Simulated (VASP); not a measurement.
Wanted: the native input for a VASP 6.6.1 run.

```
Task                   : relaxation of cell and atoms
Functional             : PBEsol
Potentials or basis    : VASP PAW PBE potentials, release 64 (Ni)
Cutoff                 : 600 eV
k mesh                 : 11 × 11 × 11
Occupations            : fermi-dirac, width 0.02 eV
Spin                   : collinear spin, ferromagnetic start
Starting moments       : [1.5] μB
Dipole correction      : no
Further INCAR settings : ALGO = Normal; EDIFF = 1e-06; IBRION = 2; EDIFFG = -0.03; NSW = 80; ISIF = 3
```

The structure of Ni lies in POSCAR:

```
Ni
1.0
    0.0000000000      1.7619350000      1.7619350000
    1.7619350000      0.0000000000      1.7619350000
    1.7619350000      1.7619350000      0.0000000000
Ni
1
Direct
    0.0000000000      0.0000000000      0.0000000000
```

The input as run:

INCAR

```
ALGO = Normal
EDIFF = 1E-6
EDIFFG = -0.03
ENCUT = 600
GGA = PS
IBRION = 2
ISIF = 3
ISMEAR = -1
ISPIN = 2
LASPH = True
LCHARG = False
LMAXMIX = 4
LORBIT = 11
LREAL = False
LWAVE = False
MAGMOM = 1.5
NELM = 150
NSW = 80
PREC = Accurate
SIGMA = 0.02
```

KPOINTS

```
k-points
0
Gamma
  11 11 11
```

Potentials or basis: VASP PAW PBE potentials, release 64 (Ni).

The run is started by

```bash
$ cat potpaw_PBE.64/Ni/POTCAR > POTCAR
$ mpirun -np 1 vasp_std > vasp.out
```

It gave:

The relaxed volume is 10.36 Å³/atom and the relaxed cell is a = 2.447 Å, b = 2.447 Å, c = 2.447 Å, α = 60.00°, β = 60.00°, γ = 60.00°. The space group after relaxing (to 0.1 Å) is Fm-3m (No. 225) and the energy gained by relaxing is 21.4 meV/atom. The ionic steps are 3, the pressure after relaxing is -0.1 GPa and the net moment is 0.57 μB per cell. The site moments are Ni +0.57 μB. The valence electrons inside the program's atomic spheres are Ni 9.41.

Caveat: the PAW data sets were made with another functional, which shifts forces and pressure a little.

It took 63 s on 1 thread of Intel Xeon 8259CL, on a shared host, peak memory 0.14 GiB.
